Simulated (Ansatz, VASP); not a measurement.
**HfO2: VASP beside Ansatz**

```
Hf O
1.0
     3.71089    0.07552   -0.05064
     0.07552    3.71508    0.13873
    -0.07361    0.20166    5.46868
Hf O
2 4
Direct
  0.53113 0.53755 0.50158
  0.01284 0.99139 0.01093
  0.01109 0.45507 0.70769
  0.47467 0.99225 0.77689
  0.47094 0.99624 0.30872
  0.99932 0.52749 0.19419
```

Change from the starting cell: all atoms moved at random (sigma 0.1 Å a component), cell strained at random (sigma 0.03).

Alike in both runs: task single point; functional r2SCAN; k mesh 6 × 6 × 6; occupations gaussian, width 0.05 eV; no spin polarisation.

|  | VASP | Ansatz |
| --- | --- | --- |
| version | VASP 6.6.1 | Ansatz 0.2.0 |
| potentials or method | VASP PAW PBE potentials, release 64 (Hf_pv, O), cutoff 520 eV | scalar-relativistic, plane waves, PAW |
| valence electrons in the cell | 44 | 76 |

```tsv
	VASP	Ansatz	Ansatz less VASP
gap on the k mesh at the Fermi level (eV)	4.02	4.06	+0.037
least direct gap on the mesh (eV)	4.05	4.09	+0.036
pressure (GPa)	-20.8	-18.2	+2.53
traceless stress, the component that is largest in VASP (GPa)	-8.57	-9.13	-0.561
rms of the force components (eV/Å)	1.482	1.507	+0.0245
```

VASP's potentials were made for PBE, not for r2SCAN. Atom by atom the forces differ by 0.050 eV/Å (rms over components). With one functional, cell and mesh, what is left measures potentials, basis and numerics. VASP's potentials hold 44 valence electrons a cell and Ansatz's 76, so a difference there can come from the potentials and not from the codes.

Spin-orbit coupling is off throughout.
